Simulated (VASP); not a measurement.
# MoS2: electric field gradients with PBEsol

Crystal: MoS2.

```
Mo S
1.0
     1.59197    0.91913    6.16388
    -1.59197    0.91913    6.16388
     0.00000   -1.83825    6.16388
Mo S
1 2
Direct
  0.00000 0.00000 0.00000
  0.74840 0.74840 0.74840
  0.58490 0.58490 0.58490
```

| Item | Value |
| --- | --- |
| Program | VASP 6.6.1 |
| Task | electric field gradients |
| Functional | PBEsol |
| Potentials or basis | VASP PAW PBE potentials, release 64 (Mo_sv, S) |
| Cutoff | 520 eV |
| k mesh | 13 × 13 × 13 |
| Occupations | fermi-dirac, width 0.05 eV |
| Spin | no spin polarisation |
| Dipole correction | no |
| Further INCAR settings | ALGO = Normal; EDIFF = 1e-08; NBANDS = 20 |

```json
{
  "Pressure": "1.0 GPa",
  "Largest force": "0.651 eV/Å",
  "Band gap on the k mesh": "0.75 eV (least direct gap 1.77 eV)",
  "Largest electric field gradient by atom": "Mo -91.3; S -61.6, -60.3 V/Å²"
}
```

Forces in eV/Å, atoms in the order of the input:
```
Mo   0.000  0.000 -0.003
S    0.000  0.000  0.651
S    0.000  0.000 -0.648
```

Stress tensor (GPa, compression positive):
```
-1.39  0.00  0.00
 0.00 -1.39  0.00
 0.00  0.00  5.80
```

Levels at points of the mesh, in eV from the valence-band top:
```csv
k point,band 10,band 11,band 12,band 13,band 14,band 15,band 16,band 17
"(0.00, 0.00, 0.00)",-2.58,-2.58,-1.29,-1.13,1.89,1.89,2.39,2.39
```

Electric field gradients, principal values (V/Å²):
```
atom   least  middle  greatest (by size)
1 Mo  45.646  45.646             -91.292
 2 S  30.812  30.812             -61.624
 3 S  30.163  30.163             -60.325
```

Wall time 7.8 min on 1 thread of Intel(R) Xeon(R) Platinum 8488C (Sapphire Rapids), on a shared host, peak memory 0.47 GiB.

Caveat: the stress differs along the axes, from -1 to 6 GPa; without QUAD_EFG the Cq values of the log hold for a quadrupole moment of 1 mb, not for the nuclei; the PAW data sets were made with another functional, which shifts forces and pressure a little. A k mesh can miss the band edges.
